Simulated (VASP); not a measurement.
# TiAl (Pm-3m) in VASP: further runs

Runs on TiAl. Level: LDA. Tasks: single point, relaxation of cell and atoms.

Program: VASP 6.6.1. These are calculated values, not measurements. Logs are shortened: lines on timing, memory, paths and dates and some standing lists are left out, and cuts for length are marked.

## 1. The cell of the first run

Symmetry: Pm-3m, No. 221, cubic system. Conventional cell: a = 3.126 Å, b = 3.126 Å, c = 3.126 Å, α = 90.00°, β = 90.00°, γ = 90.00°. Within 3.6 Å of Ti (site symmetry m-3m) lie 8 Al at 2.71 Å and 6 Ti at 3.13 Å. Al (site symmetry m-3m) has 8 Ti at 2.71 Å and 6 Al at 3.13 Å within 3.6 Å.

## 2. Single point, LDA

Contents of INCAR:

```
SYSTEM = TiAl
ALGO     = Normal         ! electronic algorithm
EDIFF    = 1E-6           ! SCF threshold, eV
ENCUT    = 500            ! plane-wave cutoff, eV
GGA_COMPAT= .FALSE.      
ISIF     = 2              ! what is computed and relaxed
ISMEAR   = -1             ! smearing method
LASPH    = .TRUE.         ! aspherical terms in the spheres
LCHARG   = .FALSE.        ! write CHGCAR
LREAL    = .FALSE.        ! projectors in reciprocal space
LWAVE    = .FALSE.        ! write WAVECAR
NBANDS   = 14             ! bands
NELM     = 120            ! most SCF steps
PREC     = Accurate       ! precision mode
SIGMA    = 0.1            ! smearing width, eV
```

Contents of KPOINTS:

```
k-points
0
G
  7 7 7
  0 0 0
```

Contents of POSCAR:

```
TiAl
1.0
    3.1255265433      0.0000000000      0.0000000000
    0.0000000000      3.1255265433      0.0000000000
    0.0000000000      0.0000000000      3.1255265433
Ti Al
1 1
Direct
    0.5000000000      0.5000000000      0.5000000000
    0.0000000000      0.0000000000      0.0000000000
```

Potentials or basis: VASP PAW LDA potentials, release 64 (Ti_sv, Al).

Launch:

```
> cat potpaw_LDA.64/Ti_sv/POTCAR potpaw_LDA.64/Al/POTCAR > POTCAR
> mpirun -np 1 vasp_std > vasp.out
```

OUTCAR:

```text
SYSTEM = TiAl
   EDIFF = 1E-6
   ENCUT = 500
   ISIF = 2
   ISMEAR = -1
   LASPH = .TRUE.
   LREAL = .FALSE.
   NELM = 120
   PREC = Accurate

 ion  position               nearest neighbor table
   1  0.500  0.500  0.500-   2 2.71   2 2.71   2 2.71   2 2.71   2 2.71   2 2.71   2 2.71   2 2.71

   2  0.000  0.000  0.000-   1 2.71   1 2.71   1 2.71   1 2.71   1 2.71   1 2.71   1 2.71   1 2.71

  LATTYP: Found a simple cubic cell.
 ALAT       =     3.1255265433

  Lattice vectors:

 A1 = (   3.1255265433,   0.0000000000,   0.0000000000)
 A2 = (   0.0000000000,   3.1255265433,   0.0000000000)
 A3 = (   0.0000000000,   0.0000000000,   3.1255265433)

Analysis of symmetry for initial positions (statically):
=====================================================================
 Subroutine PRICEL returns:
 Original cell was already a primitive cell.

 Routine SETGRP: Setting up the symmetry group for a
 simple cubic supercell.

 Subroutine GETGRP returns: Found 48 space group operations
 (whereof 48 operations were pure point group operations)
 out of a pool of 48 trial point group operations.

The static configuration has the point symmetry O_h .

Analysis of symmetry for dynamics (positions and initial velocities):
=====================================================================
 Subroutine PRICEL returns:
 Original cell was already a primitive cell.

 Routine SETGRP: Setting up the symmetry group for a
 simple cubic supercell.

 Subroutine GETGRP returns: Found 48 space group operations
 (whereof 48 operations were pure point group operations)
 out of a pool of 48 trial point group operations.

The dynamic configuration has the point symmetry O_h .

 Subroutine INISYM returns: Found 48 space group operations
 (whereof 48 operations are pure point group operations),
 and found     1 'primitive' translations

----------------------------------------------------------------------------------------

                                     Primitive cell

  volume of cell :      30.5330

  direct lattice vectors                    reciprocal lattice vectors
     3.125526543  0.000000000  0.000000000     0.319946091  0.000000000  0.000000000
     0.000000000  3.125526543  0.000000000     0.000000000  0.319946091  0.000000000
     0.000000000  0.000000000  3.125526543     0.000000000  0.000000000  0.319946091

  length of vectors
     3.125526543  3.125526543  3.125526543     0.319946091  0.319946091  0.319946091

  position of ions in fractional coordinates (direct lattice)
     0.500000000  0.500000000  0.500000000
     0.000000000  0.000000000  0.000000000

  ion indices of the primitive-cell ions
   primitive index   ion index
                 1           1
                 2           2

----------------------------------------------------------------------------------------

 KPOINTS: k-points

Automatic generation of k-mesh.
 Grid dimensions read from file:
 generate k-points for:    7    7    7

 Generating k-lattice:

  Cartesian coordinates                     Fractional coordinates (reciprocal lattice)
     0.045706584  0.000000000  0.000000000     0.142857143  0.000000000  0.000000000
     0.000000000  0.045706584  0.000000000     0.000000000  0.142857143  0.000000000
     0.000000000  0.000000000  0.045706584     0.000000000  0.000000000  0.142857143

  Length of vectors
     0.045706584  0.045706584  0.045706584

  Shift w.r.t. Gamma in fractional coordinates (k-lattice)
     0.000000000  0.000000000  0.000000000

 Subroutine IBZKPT returns following result:
 ===========================================

 Found     20 irreducible k-points:

 Following reciprocal coordinates:
            Coordinates               Weight
  0.000000  0.000000  0.000000      1.000000
  0.142857  0.000000  0.000000      6.000000
  0.285714  0.000000  0.000000      6.000000
  0.428571  0.000000  0.000000      6.000000
  0.142857  0.142857  0.000000     12.000000
  0.285714  0.142857  0.000000     24.000000
[... 12 lines left out ...]
  0.428571  0.428571  0.285714     24.000000
  0.428571  0.428571  0.428571      8.000000
   k-points           NKPTS =     20   k-points in BZ     NKDIM =     20   number of bands    NBANDS=     14
   number of dos      NEDOS =    301   number of ions     NIONS =      2
   total plane-waves  NPLWV =  13824
   dimension x,y,z NGX =    24 NGY =   24 NGZ =   24
   dimension x,y,z NGXF=    48 NGYF=   48 NGZF=   48
   ions per type =               1   1
   NGX,Y,Z   is equivalent  to a cutoff of  12.77, 12.77, 12.77 a.u.
   NGXF,Y,Z  is equivalent  to a cutoff of  25.53, 25.53, 25.53 a.u.
 SYSTEM =  TiAl
   PREC   = accura    normal or accurate (medium, high low for compatibility)
   ISTART =      0    job   : 0-new  1-cont  2-samecut
   ICHARG =      2    charge: 1-file 2-atom 10-const
   ISPIN  =      1    spin polarized calculation?
   LNONCOLLINEAR =      F non collinear calculations
   LSORBIT =      F    spin-orbit coupling
   LASPH  =      T    aspherical Exc in radial PAW
   ENCUT  =  500.0 eV  36.75 Ry    6.06 a.u.   5.70  5.70  5.70*2*pi/ulx,y,z
   NELM   =    120;   NELMIN=  2; NELMDL= -5     # of ELM steps
   EDIFF  = 0.1E-05   stopping-criterion for ELM
   LREAL  =      F    real-space projection
   EDIFFG = 0.1E-04   stopping-criterion for IOM
   NSW    =      0    number of steps for IOM
   IBRION =     -1    ionic relax: 0-MD 1-quasi-New 2-CG
   NFREE  =      0    steps in history (QN), initial steepest desc. (CG)
   ISIF   =      2    stress and relaxation
   ISYM   =      2    0-nonsym 1-usesym 2-fastsym
   POTIM  = 0.5000    time-step for ionic-motion
   TEBEG  =    0.0;   TEEND  =   0.0 temperature during run
   PSTRESS=    0.0 pullay stress
   NELECT =      15.0000    total number of electrons
   NUPDOWN=      -1.0000    fix difference up-down
   EMIN   =  10.00;   EMAX   =-10.00  energy-range for DOS
   EFERMI =   0.00;   METHOD = LEGACY
   ISMEAR =    -1;   SIGMA  =   0.10  broadening in eV -4-tet -1-fermi 0-gaus
   EFERMI_NEDOS =   21; number of points for ismear=-14 and -15
   IALGO  =     38    algorithm
   IMIX   =      4    mixing-type and parameters
     AMIX     =   0.40;   BMIX     =  1.00
     AMIX_MAG =   1.60;   BMIX_MAG =  1.00
  volume/ion in A,a.u.               =      15.27       103.02
  Fermi-wavevector in a.u.,A,eV,Ry     =   1.291761  2.441074 22.703302  1.668646
  Thomas-Fermi vector in A             =   2.423511
   LORBIT       =      0    0 simple, 1 ext, 2 COOP (PROOUT), +10 PAW based schemes
   GGA     = CA    functional components
   LHFCALC =     F    Hartree Fock is set to
   AEXX    =    0.0000 exact exchange contribution
   IVDW    =     0    specifies the selected vdW correction
   LEPSILON=     F    determine dielectric tensor
   LRPA    =     F    only Hartree local field effects (RPA)
 non-spin polarized calculation
  energy-cutoff  :      500.00
  volume of cell :       30.53
 maximum number of plane-waves:       787
 NGX is ok and might be reduce to    24
   NGX = 11   NGY = 11   NGZ = 11

 number of electron      14.9999996 magnetization

 Free energy of the ion-electron system (eV)
  ---------------------------------------------------
  ext. energy  EPLUGINS =         0.00000000
  ---------------------------------------------------
  free energy    TOTEN  =       -13.33772607 eV

  energy without entropy =      -13.27220659  energy(sigma->0) =      -13.30496633

 E-fermi :   9.0936     XC(G=0): -11.5385

 val. band max:        9.0827338357   @ k =   0.2857   0.2857   0.0000
 cond. band min:       9.2314011380   @ k =   0.2857   0.2857   0.1429
 fundamental gap:      0.1486673024
 Fermi energy:         9.0936219609

 k-point     1 :       0.0000    0.0000    0.0000
  band No.  band energies     occupation
      1     -47.0075      2.00000
      2     -23.5886      2.00000
      3     -23.5886      2.00000
      4     -23.5886      2.00000
      5      -0.3439      2.00000
      6       7.5391      2.00000
      7       7.5391      2.00000
      8      10.9485      0.00000
      9      10.9485      0.00000
     10      10.9485      0.00000
     11      13.7437      0.00000
     12      13.7437      0.00000
     13      13.7437      0.00000
     14      18.2725      0.00000

 k-point     2 :       0.1429    0.0000    0.0000
  band No.  band energies     occupation
      1     -47.0038      2.00000
      2     -23.6295      2.00000
      3     -23.5851      2.00000
      4     -23.5851      2.00000
      5      -0.0063      2.00000
      6       7.3496      2.00000
      7       7.6896      2.00000
      8      10.4522      0.00000
      9      10.4522      0.00000
     10      10.9892      0.00000
     11      12.7085      0.00000
     12      14.4822      0.00000
     13      14.4822      0.00000
     14      17.8029      0.00000

 k-point     3 :       0.2857    0.0000    0.0000
  band No.  band energies     occupation
      1     -46.9954      2.00000
      2     -23.7204      2.00000
      3     -23.5771      2.00000
      4     -23.5771      2.00000
      5       0.9659      2.00000
      6       6.2944      2.00000
      7       8.0673      1.99993
      8       9.7047      0.00443
      9       9.7047      0.00443
     10      11.0829      0.00000
     11      11.9883      0.00000
     12      15.9979      0.00000
     13      15.9979      0.00000
     14      16.7406      0.00000

 k-point     4 :       0.4286    0.0000    0.0000
  band No.  band energies     occupation
      1     -46.9886      2.00000
      2     -23.7923      2.00000
      3     -23.5706      2.00000
      4     -23.5706      2.00000
      5       2.4383      2.00000
      6       4.4728      2.00000
      7       8.4245      1.99752
      8       9.2579      0.32424
      9       9.2579      0.32424
     10      11.1602      0.00000
     11      12.2215      0.00000
     12      15.8716      0.00000
     13      17.8339      0.00000
     14      17.8339      0.00000

 k-point     5 :       0.1429    0.1429    0.0000
  band No.  band energies     occupation
      1     -47.0001      2.00000
      2     -23.6277      2.00000
      3     -23.6232      2.00000
      4     -23.5815      2.00000
      5       0.3217      2.00000
      6       7.4396      2.00000
      7       7.6050      2.00000
      8       9.9052      0.00060
      9      10.3608      0.00001
     10      10.7133      0.00000
     11      13.0619      0.00000
[... 208 lines left out ...]
 k-point    18 :       0.4286    0.2857    0.2857
  band No.  band energies     occupation
      1     -46.9653      2.00000
      2     -23.7561      2.00000
      3     -23.6824      2.00000
      4     -23.6779      2.00000
      5       3.9800      2.00000
      6       6.1159      2.00000
      7       6.8504      2.00000
      8       9.4218      0.07240
      9       9.6186      0.01044
     10      10.3758      0.00001
     11      12.6214      0.00000
     12      13.3080      0.00000
     13      15.0839      0.00000
     14      16.6733      0.00000

 k-point    19 :       0.4286    0.4286    0.2857
  band No.  band energies     occupation
      1     -46.9589      2.00000
      2     -23.7470      2.00000
      3     -23.7460      2.00000
      4     -23.6720      2.00000
      5       4.6255      2.00000
      6       6.2796      2.00000
      7       6.3157      2.00000
      8       9.3843      0.10360
      9      10.6719      0.00000
     10      10.7429      0.00000
     11      12.1493      0.00000
     12      12.5048      0.00000
     13      14.2450      0.00000
     14      16.1149      0.00000

 k-point    20 :       0.4286    0.4286    0.4286
  band No.  band energies     occupation
      1     -46.9525      2.00000
      2     -23.7383      2.00000
      3     -23.7370      2.00000
      4     -23.7370      2.00000
      5       5.3530      2.00000
      6       5.9956      2.00000
      7       5.9956      2.00000
      8      10.6735      0.00000
      9      11.1024      0.00000
     10      11.1024      0.00000
     11      11.1998      0.00000
     12      13.1304      0.00000
     13      13.1304      0.00000
     14      16.2742      0.00000

------------------------ aborting loop because EDIFF is reached ----------------------------------------

  FORCE on cell =-STRESS in cart. coord.  units (eV):
  Direction    XX          YY          ZZ          XY          YZ          ZX
  --------------------------------------------------------------------------------------
  -------------------------------------------------------------------------------------
  Total        0.0277249      0.0277249      0.0277249     -0.0000000     -0.0000000      0.0000000
  in kB        1.4548284      1.4548284      1.4548284     -0.0000000     -0.0000000      0.0000000
  external PRESSURE =       1.4548284 kB  Pullay stress =       0.0000000 kB

 VOLUME and BASIS-vectors are now :
 -----------------------------------------------------------------------------
  energy-cutoff  :      500.00
  volume of cell :       30.53
      direct lattice vectors                 reciprocal lattice vectors
     3.125526543  0.000000000  0.000000000     0.319946091  0.000000000  0.000000000
     0.000000000  3.125526543  0.000000000     0.000000000  0.319946091  0.000000000
     0.000000000  0.000000000  3.125526543     0.000000000  0.000000000  0.319946091

 POSITION                                       TOTAL-FORCE (eV/Angst)
 -----------------------------------------------------------------------------------
      1.56276      1.56276      1.56276         0.000000      0.000000      0.000000
      0.00000      0.00000      0.00000         0.000000      0.000000      0.000000
 -----------------------------------------------------------------------------------
    total drift:                                0.000000     -0.000000     -0.000000

  FREE ENERGIE OF THE ION-ELECTRON SYSTEM (eV)
  ---------------------------------------------------
  free  energy   TOTEN  =       -13.3377260740 eV

  energy  without entropy=      -13.2722065886  energy(sigma->0) =      -13.30496633
```

It took 6.8 s on 1 thread of AMD EPYC 7R43 (Zen 3), shared host; peak memory 0.1 GiB.

Results:

* Free energy: -13.3377 eV
* Pressure: 0.1 GPa

Levels at points of the mesh, in eV from the Fermi level:
| k point | band 4 | band 5 | band 6 | band 7 | band 8 | band 9 | band 10 | band 11 |
| --- | --- | --- | --- | --- | --- | --- | --- | --- |
| (0.00, 0.00, 0.00) | -32.68 | -9.44 | -1.55 | -1.55 | 1.85 | 1.85 | 1.85 | 4.65 |

## 3. Single point, LDA

Contents of INCAR:

```
SYSTEM = TiAl
PREC     = Accurate       ! precision mode
ENCUT    = 500            ! plane-wave cutoff, eV
EDIFF    = 1E-6           ! SCF threshold, eV
ISMEAR   = -1             ! smearing method
SIGMA    = 0.1            ! smearing width, eV
LREAL    = .False.        ! projectors in reciprocal space
LASPH    = .True.         ! aspherical terms in the spheres
NELM     = 120            ! most SCF steps
ALGO     = Normal         ! electronic algorithm
ISIF     = 2              ! what is computed and relaxed
LWAVE    = .False.        ! write WAVECAR
LCHARG   = .False.        ! write CHGCAR
GGA      = CA             ! functional
NBANDS   = 14             ! bands
GGA_COMPAT= .False.
```

Contents of KPOINTS:

```
regular mesh
0
Gamma
  8 8 8
  0 0 0
```

POSCAR is that of step 2.

Potentials or basis: VASP PAW LDA potentials, release 64 (Ti_sv, Al).

Launch:

```
> cat potpaw_LDA.64/Ti_sv/POTCAR potpaw_LDA.64/Al/POTCAR > POTCAR
> mpirun -np 1 vasp_std > vasp.out
```

Wall time 11 s (1 thread of AMD EPYC 7R43 (Zen 3), shared host); peak memory 0.1 GiB.

Results (log left out):

| Quantity | Value |
| --- | --- |
| Free energy | -13.3335 eV |
| Pressure | 0.3 GPa |

Levels at points of the mesh, in eV from the Fermi level:
```tsv
k point	band 5	band 6	band 7	band 8	band 9	band 10
(0.00, 0.00, 0.00)	-9.41	-1.53	-1.53	1.87	1.87	1.87
(0.50, 0.00, 0.00)	-6.02	-5.26	-0.59	0.13	0.13	2.10
(0.50, 0.50, 0.00)	-5.14	-2.02	-2.02	-1.50	0.70	0.70
(0.50, 0.50, 0.50)	-3.23	-3.23	-3.23	0.88	3.01	3.01
```

[end of part 1 of 2]
